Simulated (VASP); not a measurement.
Runs of VASP 6.6.1 on Ge3Pd. The structure is that of space group Pm-3m (No. 221), or close to it. The cells are those of the table. 

```csv
cell,gap on the mesh (eV),pressure (GPa)
"a = 4.250 Å, 4 atoms",none,-11.4
"a = 4.301 Å, 4 atoms",none,(b)
"a = 4.028 Å, 4 atoms",none,1.6
"a = 4.197 Å, 4 atoms",none,(a)
"a = 4.142 Å, 4 atoms",none,-6.3
"a = 3.969 Å, 4 atoms",none,7.1
"a = 4.086 Å, 4 atoms",none,-2.8
```

Alike in all rows: task single point; level LDA; potentials or basis VASP PAW LDA potentials, release 64 (Ge_d, Pd); no spin polarisation; k mesh 6 × 6 × 6; cutoff (eV) 520; smearing fermi-dirac 0.1 eV.

Q: Fill in the values left out.

A: (a) -9.1; (b) -13.1.

A k mesh can miss the band edges, and the runs leave out spin-orbit coupling on Ge, Pd.

A gap of «none» marks levels without a gap at the run's occupations.
